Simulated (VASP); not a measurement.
# Tc12H (a cell with a defect) in VASP: single point with PBE

Aim: the single point of Tc12H (a cell with a defect) with PBE.

Program: VASP 6.6.1. These are calculated values, not measurements. Logs are shortened: lines on timing, memory, paths and dates and some standing lists are left out, and cuts for length are marked.

## (1) The cell of the first run

The cell holds a defect, 13 atoms: a = 5.480 Å, b = 8.220 Å, c = 4.395 Å, α = 90.00°, β = 90.00°, γ = 120.00°.

## (2) Single point, PBE

INCAR

```
  ALGO = Normal
  EDIFF = 1E-7
  ENCUT = 520
  GGA = PE
  ISIF = 2
  ISMEAR = 0
  LASPH = True
  LCHARG = False
  LREAL = False
  LWAVE = False
  NBANDS = 90
  NELM = 60
  PREC = Accurate
  SIGMA = 0.1
```

KPOINTS

```
k-points
0
Gamma
  4 3 4
```

POSCAR

```
Tc12H
1.0
    5.4800000000      0.0000000000      0.0000000000
   -4.1100000000      7.1187290000      0.0000000000
    0.0000000000      0.0000000000      4.3949600000
Tc H
12 1
Direct
    0.0007759227      0.0007773860     -0.0004118354
    0.1689469314      0.2253435972      0.4996468682
    0.0025554311      0.3333943461     -0.0004066021
    0.1856625008      0.5633227505      0.4996257076
    0.0018391187      0.6692927909     -0.0004025065
    0.1598523728      0.8842228718      0.4996348090
    0.4990239916     -0.0011341912     -0.0004234396
    0.6517283393      0.2045251336      0.4996288931
    0.4964005028      0.3329366801     -0.0004150208
    0.6580571498      0.5618883652      0.4996222946
    0.5028745461      0.6693774970     -0.0004134281
    0.6746298916      0.8928598069      0.4996213845
    0.8310693244      0.4397943790      0.4996491436
```

Potentials or basis: VASP PAW PBE potentials, release 64 (Tc_pv, H).

Launch:

```sh
$ cat potpaw_PBE.64/Tc_pv/POTCAR potpaw_PBE.64/H/POTCAR > POTCAR
$ mpirun -np 1 vasp_std > vasp.out
```

OUTCAR:

```text
EDIFF = 1E-7
   ENCUT = 520
   GGA = PE
   ISIF = 2
   ISMEAR = 0
   LASPH = True
   LREAL = False
   NELM = 60
   PREC = Accurate

 ion  position               nearest neighbor table
   1  0.001  0.001  1.000-  12 2.69  12 2.69   6 2.71   6 2.71   2 2.72   2 2.72   9 2.72  11 2.73
                             5 2.73   3 2.73   7 2.74   7 2.74
   2  0.169  0.225  0.500-   9 2.69   9 2.69   3 2.69   3 2.69   1 2.72   1 2.72  12 2.72  10 2.72
                             4 2.73   8 2.74   8 2.75   6 2.78
   3  0.003  0.333  1.000-   2 2.69   2 2.69   9 2.71   1 2.73   4 2.74   4 2.74  11 2.75   7 2.75
                             8 2.76   8 2.76   5 2.76   9 2.77
   4  0.186  0.563  0.500-  13 1.68  10 2.59  11 2.66  11 2.66  12 2.69   6 2.71   2 2.73   5 2.73
                             5 2.74   3 2.74   3 2.74  10 2.89   8 2.94
   5  0.002  0.669  1.000-   6 2.68   6 2.68   7 2.72   1 2.73  11 2.73   4 2.73   4 2.74  10 2.74
                            10 2.74  11 2.75   3 2.76   9 2.77
   6  0.160  0.884  0.500-   8 2.66   5 2.68   5 2.68  12 2.70  10 2.70   1 2.71   1 2.71   4 2.71
                             7 2.72   7 2.72   2 2.78  12 2.79
   7  0.499  0.999  1.000-   8 2.64   8 2.64  12 2.71  12 2.71   5 2.72  11 2.72   6 2.72   6 2.72
                             1 2.74   1 2.74   9 2.75   3 2.75
   8  0.652  0.205  0.500-  13 1.67  12 2.63   7 2.64   7 2.64   6 2.66   2 2.74   9 2.75   9 2.75
                             2 2.75   3 2.76   3 2.76  10 2.92   4 2.94
   9  0.496  0.333  1.000-   2 2.69   2 2.69   3 2.71   1 2.72  10 2.74  10 2.74  11 2.75   8 2.75
                             8 2.75   7 2.75   5 2.77   3 2.77
  10  0.658  0.562  0.500-  13 1.69   4 2.59  11 2.66  11 2.66  12 2.68   6 2.70   2 2.72   9 2.74
                             9 2.74   5 2.74   5 2.74   4 2.89   8 2.92
  11  0.503  0.669  1.000-  10 2.66  10 2.66   4 2.66   4 2.66  12 2.71  12 2.71   7 2.72   1 2.73
                             5 2.73   5 2.75   9 2.75   3 2.75
  12  0.675  0.893  0.500-   8 2.63  10 2.68   1 2.69   1 2.69   4 2.69   6 2.70   7 2.71   7 2.71
                            11 2.71  11 2.71   2 2.72   6 2.79
  13  0.831  0.440  0.500-   8 1.67   4 1.68  10 1.69

  LATTYP: Found a simple monoclinic cell.
 ALAT       =     5.4800000000
 B/A-ratio  =     0.8020000000
 C/A-ratio  =     1.3228756879
 COS(beta)  =    -0.1889822319

  Lattice vectors:

 A1 = (   5.4800000000,   0.0000000000,   0.0000000000)
 A2 = (   0.0000000000,   0.0000000000,   4.3949600000)
 A3 = (  -1.3700000000,  -7.1187290000,   0.0000000000)

Analysis of symmetry for initial positions (statically):
=====================================================================
 Subroutine PRICEL returns:
 Original cell was already a primitive cell.

 Routine SETGRP: Setting up the symmetry group for a
 simple monoclinic supercell.

 Subroutine GETGRP returns: Found  1 space group operations
 (whereof  1 operations were pure point group operations)
 out of a pool of  4 trial point group operations.

The static configuration has the point symmetry C_1 .

Analysis of symmetry for dynamics (positions and initial velocities):
=====================================================================
 Subroutine PRICEL returns:
 Original cell was already a primitive cell.

 Routine SETGRP: Setting up the symmetry group for a
 simple monoclinic supercell.

 Subroutine GETGRP returns: Found  1 space group operations
 (whereof  1 operations were pure point group operations)
 out of a pool of  4 trial point group operations.

The dynamic configuration has the point symmetry C_1 .

 Subroutine INISYM returns: Found  1 space group operations
 (whereof  1 operations are pure point group operations),
 and found     1 'primitive' translations

----------------------------------------------------------------------------------------

                                     Primitive cell

  volume of cell :     171.4502

  direct lattice vectors                    reciprocal lattice vectors
     5.480000000  0.000000000  0.000000000     0.182481752  0.105355886  0.000000000
    -4.110000000  7.118729000  0.000000000     0.000000000  0.140474514  0.000000000
     0.000000000  0.000000000  4.394960000     0.000000000  0.000000000  0.227533356

  length of vectors
     5.480000000  8.220000157  4.394960000     0.210711776  0.140474514  0.227533356

  position of ions in fractional coordinates (direct lattice)
     0.000775923  0.000777386  0.999588165
     0.168946931  0.225343597  0.499646868
[... 45 lines left out ...]

  Shift w.r.t. Gamma in fractional coordinates (k-lattice)
     0.000000000  0.000000000  0.000000000

 Subroutine IBZKPT returns following result:
 ===========================================

 Found     26 irreducible k-points:

 Following reciprocal coordinates:
            Coordinates               Weight
  0.000000  0.000000  0.000000      1.000000
  0.250000  0.000000  0.000000      2.000000
  0.500000  0.000000  0.000000      1.000000
  0.000000  0.333333  0.000000      2.000000
  0.250000  0.333333  0.000000      2.000000
  0.500000  0.333333  0.000000      2.000000
[... 16 lines left out ...]
  0.000000  0.333333  0.500000      2.000000
  0.250000  0.333333  0.500000      2.000000
 [... further k-points ...]
   k-points           NKPTS =     26   k-points in BZ     NKDIM =     26   number of bands    NBANDS=     90
   number of dos      NEDOS =    301   number of ions     NIONS =     13
   total plane-waves  NPLWV =  96768
   dimension x,y,z NGX =    42 NGY =   64 NGZ =   36
   dimension x,y,z NGXF=    84 NGYF=  128 NGZF=   72
   ions per type =              12   1
   NGX,Y,Z   is equivalent  to a cutoff of  12.74, 12.94, 13.62 a.u.
   NGXF,Y,Z  is equivalent  to a cutoff of  25.48, 25.89, 27.24 a.u.
 SYSTEM =  unknown system
   PREC   = accura    normal or accurate (medium, high low for compatibility)
   ISTART =      0    job   : 0-new  1-cont  2-samecut
   ICHARG =      2    charge: 1-file 2-atom 10-const
   ISPIN  =      1    spin polarized calculation?
   LNONCOLLINEAR =      F non collinear calculations
   LSORBIT =      F    spin-orbit coupling
   LASPH  =      T    aspherical Exc in radial PAW
   ENCUT  =  520.0 eV  38.22 Ry    6.18 a.u.  10.19 15.28  8.17*2*pi/ulx,y,z
   NELM   =     60;   NELMIN=  2; NELMDL= -5     # of ELM steps
   EDIFF  = 0.1E-06   stopping-criterion for ELM
   LREAL  =      F    real-space projection
   EDIFFG = 0.1E-05   stopping-criterion for IOM
   NSW    =      0    number of steps for IOM
   IBRION =     -1    ionic relax: 0-MD 1-quasi-New 2-CG
   NFREE  =      0    steps in history (QN), initial steepest desc. (CG)
   ISIF   =      2    stress and relaxation
   ISYM   =      2    0-nonsym 1-usesym 2-fastsym
   POTIM  = 0.5000    time-step for ionic-motion
   TEBEG  =    0.0;   TEEND  =   0.0 temperature during run
   PSTRESS=    0.0 pullay stress
   NELECT =     157.0000    total number of electrons
   NUPDOWN=      -1.0000    fix difference up-down
   EMIN   =  10.00;   EMAX   =-10.00  energy-range for DOS
   EFERMI =   0.00;   METHOD = LEGACY
   ISMEAR =     0;   SIGMA  =   0.10  broadening in eV -4-tet -1-fermi 0-gaus
   EFERMI_NEDOS =   21; number of points for ismear=-14 and -15
   IALGO  =     38    algorithm
   IMIX   =      4    mixing-type and parameters
     AMIX     =   0.40;   BMIX     =  1.00
     AMIX_MAG =   1.60;   BMIX_MAG =  1.00
  volume/ion in A,a.u.               =      13.19        89.00
  Fermi-wavevector in a.u.,A,eV,Ry     =   1.589750  3.004191 34.386057  2.527304
  Thomas-Fermi vector in A             =   2.688551
   LORBIT       =      0    0 simple, 1 ext, 2 COOP (PROOUT), +10 PAW based schemes
   GGA     = PE    functional components
   LHFCALC =     F    Hartree Fock is set to
   AEXX    =    0.0000 exact exchange contribution
   IVDW    =     0    specifies the selected vdW correction
   LEPSILON=     F    determine dielectric tensor
   LRPA    =     F    only Hartree local field effects (RPA)
 non-spin polarized calculation
 Gauss-broadening in eV      SIGMA  =   0.10
  energy-cutoff  :      520.00
  volume of cell :      171.45
 maximum number of plane-waves:      4640
 NGX is ok and might be reduce to    42
   NGX = 21   NGY = 31   NGZ = 17

 number of electron     156.9999990 magnetization

 Free energy of the ion-electron system (eV)
  ---------------------------------------------------
  ext. energy  EPLUGINS =         0.00000000
  ---------------------------------------------------
  free energy    TOTEN  =      -127.07607575 eV

  energy without entropy =     -127.01884323  energy(sigma->0) =     -127.04745949

 E-fermi :  12.7717     XC(G=0): -13.8514

 val. band max:       12.7687052933   @ k =   0.5000   0.0000   0.5000
 cond. band min:      12.7743496072   @ k =   0.0000   0.0000   0.5000
 fundamental gap:      0.0056443139
 Fermi energy:        12.7716596133

 k-point     1 :       0.0000    0.0000    0.0000
  band No.  band energies     occupation
      1     -26.6826      2.00000
      2     -26.5845      2.00000
      3     -26.4527      2.00000
      4     -26.4270      2.00000
      5     -26.3462      2.00000
      6     -26.3368      2.00000
[... 2221 lines left out ...]
     89      15.1527      0.00000
     90      15.3151      0.00000

 [... further k-points ...]

------------------------ aborting loop because EDIFF is reached ----------------------------------------

  FORCE on cell =-STRESS in cart. coord.  units (eV):
  Direction    XX          YY          ZZ          XY          YZ          ZX
  --------------------------------------------------------------------------------------
  -------------------------------------------------------------------------------------
  Total       10.5736777     11.8336458      2.6791737     -0.1780429     -0.0014046      0.0000899
  in kB       98.8095006    110.5837217     25.0364939     -1.6637856     -0.0131257      0.0008405
  external PRESSURE =      78.1432387 kB  Pullay stress =       0.0000000 kB

 VOLUME and BASIS-vectors are now :
 -----------------------------------------------------------------------------
  energy-cutoff  :      520.00
  volume of cell :      171.45
      direct lattice vectors                 reciprocal lattice vectors
     5.480000000  0.000000000  0.000000000     0.182481752  0.105355886  0.000000000
    -4.110000000  7.118729000  0.000000000     0.000000000  0.140474514  0.000000000
     0.000000000  0.000000000  4.394960000     0.000000000  0.000000000  0.227533356

 POSITION                                       TOTAL-FORCE (eV/Angst)
 -----------------------------------------------------------------------------------
      0.00106      0.00553      4.39315         0.001034      0.000065      0.000172
     -0.00033      1.60416      2.19593        -0.004376     -0.000856     -0.000252
     -1.35625      2.37334      4.39317         0.013400     -0.005332      0.000119
     -1.29783      4.01014      2.19583         0.045048      0.037084     -0.000143
     -2.74072      4.76451      4.39319        -0.001342      0.007767      0.000047
     -2.75817      6.29454      2.19588         0.000243      0.004554     -0.000182
     -1.37069      7.11066      4.39310        -0.002401      0.005297      0.000436
      2.73087      1.45596      2.19585        -0.006290     -0.012655     -0.000382
      1.35191      2.37009      4.39314        -0.001385     -0.003391      0.000136
      1.29679      3.99993      2.19582        -0.015206     -0.002393      0.000147
      0.00461      4.76512      4.39314        -0.010304     -0.006648     -0.000073
      0.02732      6.35603      2.19582        -0.004005      0.000797     -0.000078
      2.74671      3.13078      2.19594        -0.014417     -0.024289      0.000052
 -----------------------------------------------------------------------------------
    total drift:                               -0.000194     -0.000118     -0.000215

  FREE ENERGIE OF THE ION-ELECTRON SYSTEM (eV)
  ---------------------------------------------------
  free  energy   TOTEN  =      -127.0760757514 eV

  energy  without entropy=     -127.0188432299  energy(sigma->0) =     -127.04745949
```

It took 21 min on 1 thread of Intel Xeon 8259CL, shared host; peak memory 0.46 GiB.

Results:

```yaml
Free_energy: -127.0761 eV
Pressure: 7.8 GPa
Largest_force: 0.058 eV/Å
Band_gap_on_the_k_mesh: zero (an odd number of electrons rules out a gap without spin polarisation)
```

Forces in eV/Å, atoms in the order of the input:
```
Tc   0.001  0.000  0.000
Tc  -0.004 -0.001  0.000
Tc   0.013 -0.005  0.000
Tc   0.045  0.037  0.000
Tc  -0.001  0.008  0.000
Tc   0.000  0.005  0.000
Tc  -0.002  0.005  0.000
Tc  -0.006 -0.013  0.000
Tc  -0.001 -0.003  0.000
Tc  -0.015 -0.002  0.000
Tc  -0.010 -0.007  0.000
Tc  -0.004  0.001  0.000
H   -0.014 -0.024  0.000
```
